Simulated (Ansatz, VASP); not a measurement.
**HfN: VASP beside Ansatz**

```xyz
2
Lattice="0.0000 2.3283 2.3283 2.3283 0.0000 2.3283 2.3283 2.3283 0.0000" Properties=species:S:1:pos:R:3 pbc="T T T"
Hf    0.0000    0.0000    0.0000
N     1.1641    1.1641    1.1641
```

Change from the starting cell: volume scaled by 0.85, PAW files.

Alike in both runs: task single point; functional PBE; k mesh 14 × 14 × 14; occupations fermi-dirac, width 0.08 eV; no spin polarisation.

```csv
,VASP,Ansatz
version,VASP 6.6.1,Ansatz 0.2.0
potentials or method,"VASP PAW PBE potentials, release 64 (Hf_pv, N)","PAW with Ansatz's default frozen-core files, scalar-relativistic"
plane-wave cutoff (eV),520,420
valence electrons in the cell,15,31
```

```csv
,VASP,Ansatz,Ansatz less VASP
pressure (GPa),42.4,42.9,+0.48
```

Both programs put the cell under a high pressure, so it lies far from rest at this level. VASP's potentials hold 15 valence electrons a cell and Ansatz's 31, so a difference there can come from the potentials and not from the codes.

Spin-orbit coupling is off throughout.
